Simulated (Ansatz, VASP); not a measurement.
## One calculation of CuAu, two programs

The input POSCAR:

```
CuAu
1.0
    2.8107494552      0.0000000000      0.0000000000
    0.0000000000      2.8107494552      0.0000000000
    0.0000000000      0.0000000000      3.6850000000
Au Cu
1 1
Direct
    0.0000000000      0.0000000000      0.0000000000
    0.5000000000      0.5000000000      0.5000000000
```

Contents of INCAR.step1:

```
  ALGO = Normal
  EDIFF = 1E-4
  ENCUT = 600
  GGA = PE
  ISMEAR = -1
  LASPH = True
  LCHARG = False
  LREAL = False
  LWAVE = True
  NELM = 80
  PREC = Accurate
  SIGMA = 0.05
```

File INCAR.step2:

```
  ALGO = Normal
  EDIFF = 1E-6
  EDIFFG = -0.01
  ENCUT = 600
  IBRION = 2
  ISIF = 3
  ISMEAR = -1
  ISTART = 1
  LASPH = True
  LCHARG = False
  LMIXTAU = True
  LREAL = False
  LWAVE = False
  METAGGA = R2SCAN
  NELM = 80
  NSW = 60
  PREC = Accurate
  SIGMA = 0.05
```

Contents of KPOINTS:

```
k-points
0
Gamma
  9 9 7
```

Contents of input.yaml:

```yaml
crystal:
  lattice:
    - [2.8107494552, 0.0, 0.0]
    - [0.0, 2.8107494552, 0.0]
    - [0.0, 0.0, 3.685]
  atoms:
    - { symbol: Au, position: [0.0, 0.0, 0.0] }
    - { symbol: Cu, position: [0.5, 0.5, 0.5] }
hamiltonian:
  xc: r2scan
  pseudopotentials: { kind: paw }
kpoints:
  mp_grid: { grid: [9, 9, 7] }
scf:
  occupations: { method: fermi_dirac, width: 0.05 }
output:
  forces: true
  stress: true
  eigenvalues: true
  write_density: true
  write_potential: true
  elf: true
  volumetric_format: npy
relax:
  f_tol: 0.01
  max_steps: 40
  cell: { stress_tol: 0.05 }
```

Alike in both runs: task relaxation of cell and atoms; functional r2SCAN; k mesh 9 × 9 × 7; occupations fermi-dirac, width 0.05 eV; no spin polarisation.

```csv
,VASP,Ansatz
version,VASP 6.6.1,Ansatz 0.2.0
potentials or method,"VASP PAW PBE potentials, release 64 (Au, Cu)",Ansatz PAW
plane-wave cutoff (eV),600,500
valence electrons in the cell,22,38
```

Ansatz gave:

| Quantity | Value |
| --- | --- |
| gap on the k mesh at the Fermi level, each at its own relaxed structure (eV) | none |
| relaxed volume (Å³/atom) | 14.51 |
| relaxed cell length with the largest relative difference (Å) | 3.653 |

**Question.** Estimate VASP's values.

**Answer.** gap on the k mesh at the Fermi level, each at its own relaxed structure (eV): none; relaxed volume (Å³/atom): 14.55; relaxed cell length with the largest relative difference (Å): 3.663.

VASP's potentials were made for PBE, not for r2SCAN. A gap of «none» marks a metal or a gap that the smearing closes. VASP's potentials hold 22 valence electrons a cell and Ansatz's 38, so a difference there can come from the potentials and not from the codes.

Spin-orbit coupling is off throughout. Noted on Ansatz's run: the plane-wave basis is chosen anew once the cell has moved, so the energies of steps on either side of that aren't comparable.
